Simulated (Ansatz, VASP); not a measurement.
## One calculation of Au, two programs

```xyz
2
Lattice="2.9000 0.0000 0.0000 -1.4500 2.5115 0.0000 0.0000 0.0000 4.9776" Properties=species:S:1:pos:R:3 pbc="T T T"
Au    0.0000    1.6743    3.7332
Au    1.4500    0.8372    1.2444
```

Change from the starting cell: zz strain of +2 %, crystal datasets.

Alike in both runs: task electric field gradients; functional LDA; k mesh 14 × 14 × 8; occupations fermi-dirac, width 0.03 eV; no spin polarisation.

|  | VASP | Ansatz |
| --- | --- | --- |
| version | VASP 6.6.1 | Ansatz 0.2.0 |
| potentials or method | VASP PAW LDA potentials, release 64 (Au), cutoff 520 eV | all-electron PAW with datasets made for the crystal, scalar-relativistic |

```tsv
	VASP	Ansatz	Ansatz less VASP
pressure (GPa)	-12.4	-12.8	-0.37
traceless stress, the component that is largest in VASP (GPa)	0.13	0.28	+0.142
size of Vzz on the site where it differs most (V/Å²)	27.8	4.5	-23.31
```

LDA's correlation is that of Perdew and Zunger in VASP and of Perdew and Wang (1992) in Ansatz. Ansatz ran all-electron here, and VASP with PAW potentials.

Neither program's run includes spin-orbit coupling.
